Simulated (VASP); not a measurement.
# Al (Pm-3m) in VASP: further runs

Aim: see how the results for Al move with the level of theory and the settings. Levels: HF, PBE. Tasks: single point.

Program: VASP 6.6.1. These are calculated values, not measurements. Logs are shortened: lines on timing, memory, paths and dates and some standing lists are left out, and cuts for length are marked.

## Step 1: The cell of the first run

Symmetry: Pm-3m, No. 221, cubic system. Conventional cell: a = 2.793 Å, b = 2.793 Å, c = 2.793 Å, α = 90.00°, β = 90.00°, γ = 90.00°. Within 3.7 Å of Al (site symmetry m-3m) lie 6 Al at 2.79 Å.

## Step 2: Single point, HF

File POSCAR:

```
Al
1.0
    2.7933018981      0.0000000000      0.0000000000
    0.0000000000      2.7933018981      0.0000000000
    0.0000000000      0.0000000000      2.7933018981
Al
1
Direct
    0.0000000000      0.0000000000      0.0000000000
```

File INCAR.step1:

```
PREC = Accurate
ENCUT = 520
EDIFF = 1E-5
ISMEAR = -1
SIGMA = 0.05
LREAL = F
LASPH = T
NELM = 80
ALGO = Normal
ISIF = 2
LWAVE = T
LCHARG = F
GGA = PE
NBANDS = 8
```

File INCAR.step2:

```
PREC = Accurate
ENCUT = 520
EDIFF = 1E-7
ISMEAR = -1
SIGMA = 0.05
LREAL = F
LASPH = T
NELM = 80
ALGO = Normal
ISIF = 2
LWAVE = F
LCHARG = F
GGA = PE
LHFCALC = T
AEXX = 1.0
ALDAC = 0.0
AGGAC = 0.0
PRECFOCK = Normal
ISTART = 1
NBANDS = 8
```

File KPOINTS:

```
regular mesh
0
Gamma
  5 5 5
```

Potentials or basis: VASP PAW PBE potentials, release 64 (Al).

Started as:

```bash
> cat potpaw_PBE.64/Al/POTCAR > POTCAR
> cp INCAR.step1 INCAR
> mpirun -np 1 vasp_std > vasp.out
> cp INCAR.step2 INCAR
> mpirun -np 1 vasp_std > vasp.out
```

OUTCAR:

```text
PREC = Accurate
   ENCUT = 520
   EDIFF = 1E-7
   ISMEAR = -1
   LREAL = F
   LASPH = T
   NELM = 80
   ISIF = 2
   GGA = PE
   LHFCALC = T
   AEXX = 1.0
   PRECFOCK = Normal
   ISTART = 1

 ion  position               nearest neighbor table
   1  0.000  0.000  0.000-

  LATTYP: Found a simple cubic cell.
 ALAT       =     2.7933018981

  Lattice vectors:

 A1 = (   2.7933018981,   0.0000000000,   0.0000000000)
 A2 = (   0.0000000000,   2.7933018981,   0.0000000000)
 A3 = (   0.0000000000,   0.0000000000,   2.7933018981)

Analysis of symmetry for initial positions (statically):
=====================================================================
 Subroutine PRICEL returns:
 Original cell was already a primitive cell.

 Routine SETGRP: Setting up the symmetry group for a
 simple cubic supercell.

 Subroutine GETGRP returns: Found 48 space group operations
[... 9 lines left out ...]

 Routine SETGRP: Setting up the symmetry group for a
 simple cubic supercell.

 Subroutine GETGRP returns: Found 48 space group operations
[... 11 lines left out ...]
                                     Primitive cell

  volume of cell :      21.7948

  direct lattice vectors                    reciprocal lattice vectors
     2.793301898  0.000000000  0.000000000     0.357999256  0.000000000  0.000000000
     0.000000000  2.793301898  0.000000000     0.000000000  0.357999256  0.000000000
     0.000000000  0.000000000  2.793301898     0.000000000  0.000000000  0.357999256

  length of vectors
     2.793301898  2.793301898  2.793301898     0.357999256  0.357999256  0.357999256

  position of ions in fractional coordinates (direct lattice)
     0.000000000  0.000000000  0.000000000

  ion indices of the primitive-cell ions
   primitive index   ion index
                 1           1

----------------------------------------------------------------------------------------

 KPOINTS: regular mesh

Automatic generation of k-mesh.
 Grid dimensions read from file:
 generate k-points for:    5    5    5

 Generating k-lattice:

  Cartesian coordinates                     Fractional coordinates (reciprocal lattice)
     0.071599851  0.000000000  0.000000000     0.200000000  0.000000000  0.000000000
     0.000000000  0.071599851  0.000000000     0.000000000  0.200000000  0.000000000
     0.000000000  0.000000000  0.071599851     0.000000000  0.000000000  0.200000000

  Length of vectors
     0.071599851  0.071599851  0.071599851

  Shift w.r.t. Gamma in fractional coordinates (k-lattice)
     0.000000000  0.000000000  0.000000000

 Subroutine IBZKPT returns following result:
 ===========================================

 Found     10 irreducible k-points:

 Following reciprocal coordinates:
            Coordinates               Weight
  0.000000  0.000000  0.000000      1.000000
  0.200000  0.000000  0.000000      6.000000
  0.400000  0.000000  0.000000      6.000000
  0.200000  0.200000  0.000000     12.000000
  0.400000  0.200000  0.000000     24.000000
  0.400000  0.400000  0.000000     12.000000
  0.200000  0.200000  0.200000      8.000000
  0.400000  0.200000  0.200000     24.000000
  0.400000  0.400000  0.200000     24.000000
  0.400000  0.400000  0.400000      8.000000
   k-points           NKPTS =     10   k-points in BZ     NKDIM =    125   number of bands    NBANDS=      8
   number of dos      NEDOS =    301   number of ions     NIONS =      1
   total plane-waves  NPLWV =  13824
   dimension x,y,z NGX =    24 NGY =   24 NGZ =   24
   dimension x,y,z NGXF=    48 NGYF=   48 NGZF=   48
   ions per type =               1
   NGX,Y,Z   is equivalent  to a cutoff of  14.28, 14.28, 14.28 a.u.
   NGXF,Y,Z  is equivalent  to a cutoff of  28.57, 28.57, 28.57 a.u.
 SYSTEM =  unknown system
   PREC   = accura    normal or accurate (medium, high low for compatibility)
   ISTART =      1    job   : 0-new  1-cont  2-samecut
   ICHARG =      0    charge: 1-file 2-atom 10-const
   ISPIN  =      1    spin polarized calculation?
   LNONCOLLINEAR =      F non collinear calculations
   LSORBIT =      F    spin-orbit coupling
   LASPH  =      T    aspherical Exc in radial PAW
   ENCUT  =  520.0 eV  38.22 Ry    6.18 a.u.   5.19  5.19  5.19*2*pi/ulx,y,z
   NELM   =     80;   NELMIN=  2; NELMDL=  0     # of ELM steps
   EDIFF  = 0.1E-06   stopping-criterion for ELM
   LREAL  =      F    real-space projection
   EDIFFG = 0.1E-05   stopping-criterion for IOM
   NSW    =      0    number of steps for IOM
   IBRION =     -1    ionic relax: 0-MD 1-quasi-New 2-CG
   NFREE  =      0    steps in history (QN), initial steepest desc. (CG)
   ISIF   =      2    stress and relaxation
   ISYM   =      3    0-nonsym 1-usesym 2-fastsym
   POTIM  = 0.5000    time-step for ionic-motion
   TEBEG  =    0.0;   TEEND  =   0.0 temperature during run
   PSTRESS=    0.0 pullay stress
   NELECT =       3.0000    total number of electrons
   NUPDOWN=      -1.0000    fix difference up-down
   EMIN   =  10.00;   EMAX   =-10.00  energy-range for DOS
   EFERMI =   0.00;   METHOD = LEGACY
   ISMEAR =    -1;   SIGMA  =   0.05  broadening in eV -4-tet -1-fermi 0-gaus
   EFERMI_NEDOS =   21; number of points for ismear=-14 and -15
   IALGO  =     38    algorithm
   IMIX   =      1    mixing-type and parameters
     AMIX     =   0.40;   BMIX     =  1.00
     AMIX_MAG =   1.60;   BMIX_MAG =  1.00
  volume/ion in A,a.u.               =      21.79       147.08
  Fermi-wavevector in a.u.,A,eV,Ry     =   0.845274  1.597336  9.721195  0.714488
  Thomas-Fermi vector in A             =   1.960436
   LORBIT       =      0    0 simple, 1 ext, 2 COOP (PROOUT), +10 PAW based schemes
   GGA     = PE    functional components
   LHFCALC =     T    Hartree Fock is set to
   PRECFOCK=normal    Normal, Fast or Accurate (Low or Medium for compatibility)
   ENCUT4O =  -1.0   cutoff for four orbital integrals eV
   NKREDX  =     1    reduce k-point grid by
   NKREDY  =     1    reduce k-point grid by
   NKREDZ  =     1    reduce k-point grid by
   AEXX    =    1.0000 exact exchange contribution
   HFSCREEN=    0.0000 screening length (either q_TF or 0.3 A-1)
   HFSCREENC=   0.0000 screening length for correlation (either q_TF or 0.3 A-1)
   ENCUTFOCK=  -1.0 apply spherical cutoff to Coloumb kernel
   IVDW    =     0    specifies the selected vdW correction
   LEPSILON=     F    determine dielectric tensor
   LRPA    =     F    only Hartree local field effects (RPA)
 non-spin polarized calculation
  energy-cutoff  :      520.00
  volume of cell :       21.79
 maximum number of plane-waves:       598
 NGX is ok and might be reduce to    24
  NGX = 16; NGY = 16; NGZ = 16

 number of electron       3.0000000 magnetization

 Free energy of the ion-electron system (eV)
  ---------------------------------------------------
  ext. energy  EPLUGINS =         0.00000000
  ---------------------------------------------------
  free energy    TOTEN  =        -6.80325520 eV

  energy without entropy =       -6.79746028  energy(sigma->0) =       -6.80035774

 E-fermi :   6.1543     XC(G=0):   0.0000

 val. band max:        6.1099664019   @ k =   0.4000   0.4000   0.0000
 cond. band min:       8.2997564049   @ k =   0.4000   0.4000   0.0000
 fundamental gap:      2.1897900030
 Fermi energy:         6.1543315615

 k-point     1 :       0.0000    0.0000    0.0000
  band No.  band energies     occupation
      1     -10.8294      2.00000
      2      18.3602      0.00000
      3      19.1275      0.00000
      4      19.1275      0.00000
      5      19.8860      0.00000
      6      19.8860      0.00000
      7      19.8860      0.00000
      8      27.2177      0.00000

 k-point     2 :       0.2000    0.0000    0.0000
  band No.  band energies     occupation
      1      -9.7091      2.00000
      2      11.2996      0.00000
      3      18.9015      0.00000
      4      19.9053      0.00000
      5      20.6692      0.00000
      6      20.6692      0.00000
      7      25.0593      0.00000
      8      29.9479      0.00000

 k-point     3 :       0.4000    0.0000    0.0000
  band No.  band energies     occupation
      1      -6.5282      2.00000
      2       0.7819      2.00000
      3      19.5840      0.00000
      4      21.8234      0.00000
      5      22.9080      0.00000
      6      22.9080      0.00000
      7      26.6906      0.00000
      8      27.0517      0.00000

 k-point     4 :       0.2000    0.2000    0.0000
  band No.  band energies     occupation
      1      -8.5671      2.00000
      2      12.0483      0.00000
      3      12.5256      0.00000
      4      19.6348      0.00000
      5      21.4416      0.00000
      6      23.5097      0.00000
      7      26.7928      0.00000
      8      28.9789      0.00000

 k-point     5 :       0.4000    0.2000    0.0000
  band No.  band energies     occupation
      1      -5.3188      2.00000
      2       2.0808      2.00000
      3      14.9652      0.00000
      4      19.9458      0.00000
      5      20.7882      0.00000
      6      23.6456      0.00000
      7      26.4785      0.00000
      8      27.7494      0.00000

 k-point     6 :       0.4000    0.4000    0.0000
  band No.  band energies     occupation
      1      -1.7750      2.00000
      2       6.1100      1.41667
      3       8.2998      0.00000
      4      14.4625      0.00000
      5      20.8238      0.00000
      6      25.7558      0.00000
      7      28.6727      0.00000
      8      29.1663      0.00000

 k-point     7 :       0.2000    0.2000    0.2000
  band No.  band energies     occupation
      1      -7.4101      2.00000
      2      13.0320      0.00000
      3      13.0320      0.00000
      4      13.6911      0.00000
      5      21.7069      0.00000
      6      26.3757      0.00000
      7      26.3757      0.00000
      8      28.0824      0.00000

 k-point     8 :       0.4000    0.2000    0.2000
  band No.  band energies     occupation
      1      -4.1039      2.00000
      2       3.3984      2.00000
      3      15.6739      0.00000
      4      15.9823      0.00000
      5      20.5994      0.00000
      6      21.1384      0.00000
      7      23.7519      0.00000
      8      29.3724      0.00000

 k-point     9 :       0.4000    0.4000    0.2000
  band No.  band energies     occupation
      1      -0.5534      2.00000
      2       8.9683      0.00000
      3       9.3791      0.00000
      4      15.3881      0.00000
      5      17.9035      0.00000
      6      22.0876      0.00000
      7      23.2581      0.00000
      8      25.8849      0.00000

 k-point    10 :       0.4000    0.4000    0.4000
  band No.  band energies     occupation
      1       2.8477      2.00000
      2      11.9192      0.00000
      3      11.9192      0.00000
      4      12.4286      0.00000
      5      17.7193      0.00000
      6      17.7193      0.00000
      7      17.7228      0.00000
      8      23.0465      0.00000

------------------------ aborting loop because EDIFF is reached ----------------------------------------

  FORCE on cell =-STRESS in cart. coord.  units (eV):
  Direction    XX          YY          ZZ          XY          YZ          ZX
  --------------------------------------------------------------------------------------
  -------------------------------------------------------------------------------------
  Total        0.8358250      0.8358250      0.8358250      0.0000000      0.0000000      0.0000000
  in kB       61.4429840     61.4429840     61.4429840      0.0000000      0.0000000      0.0000000
  external PRESSURE =      61.4429840 kB  Pullay stress =       0.0000000 kB

 VOLUME and BASIS-vectors are now :
 -----------------------------------------------------------------------------
  energy-cutoff  :      520.00
  volume of cell :       21.79
      direct lattice vectors                 reciprocal lattice vectors
     2.793301898  0.000000000  0.000000000     0.357999256  0.000000000  0.000000000
     0.000000000  2.793301898  0.000000000     0.000000000  0.357999256  0.000000000
     0.000000000  0.000000000  2.793301898     0.000000000  0.000000000  0.357999256

 POSITION                                       TOTAL-FORCE (eV/Angst)
 -----------------------------------------------------------------------------------
      0.00000      0.00000      0.00000         0.000000      0.000000      0.000000
 -----------------------------------------------------------------------------------
    total drift:                                0.000000     -0.000000     -0.000000

  FREE ENERGIE OF THE ION-ELECTRON SYSTEM (eV)
  ---------------------------------------------------
  free  energy   TOTEN  =        -6.8032551952 eV

  energy  without entropy=       -6.7974602776  energy(sigma->0) =       -6.80035774
```

Run time: 55 s. Hardware: 1 thread of AMD EPYC 7R13 (Zen 3), shared host; peak memory 0.1 GiB.

What came out:

```
Free energy : -6.8033 eV
Pressure    : 6.1 GPa
```

Caveat: the k points lie up to 0.45 Å⁻¹ apart; the PAW data sets were made with another functional, which shifts forces and pressure a little.

## Step 3: Single point, PBE

This run uses another cell than the first one, of 20.97 Å³/atom, 0.962 times its volume.

File INCAR:

```
SYSTEM = Al
PREC = Accurate
ENCUT = 500
EDIFF = 1E-6
ISMEAR = -1
SIGMA = 0.05
LREAL = .FALSE.
LASPH = .TRUE.
NELM = 120
ALGO = Normal
ISIF = 2
LWAVE = .FALSE.
LCHARG = .FALSE.
GGA = PE
NBANDS = 8
GGA_COMPAT = .FALSE.
```

File KPOINTS:

```
Automatic mesh
0
G
  10 10 10
  0 0 0
```

File POSCAR:

```
Al
1.0
    2.7575767389      0.0000000000      0.0000000000
    0.0000000000      2.7575767389      0.0000000000
    0.0000000000      0.0000000000      2.7575767389
Al
1
Direct
    0.0000000000      0.0000000000      0.0000000000
```

Potentials or basis: VASP PAW PBE potentials, release 64 (Al).

Started as:

```bash
> cat potpaw_PBE.64/Al/POTCAR > POTCAR
> mpirun -np 1 vasp_std > vasp.out
```

Run time: 4.5 s. Hardware: 1 thread of Intel Xeon 6975P-C, shared host; peak memory 0.12 GiB.

Results (log left out):

| Property | Result |
| --- | --- |
| Free energy | -3.3694 eV |
| Pressure | -1.8 GPa |

Levels at points of the mesh, in eV from the Fermi level:
| k point | band 1 | band 2 | band 3 | band 4 | band 5 |
| --- | --- | --- | --- | --- | --- |
| (0.00, 0.00, 0.00) | -9.34 | 7.88 | 7.88 | 8.82 | 8.82 |
| (0.50, 0.00, 0.00) | -5.16 | -3.95 | 10.36 | 12.17 | 12.17 |
| (0.50, 0.50, 0.00) | -0.54 | -0.54 | -0.45 | 2.27 | 15.54 |
| (0.50, 0.50, 0.50) | 2.73 | 2.73 | 2.73 | 5.55 | 5.55 |
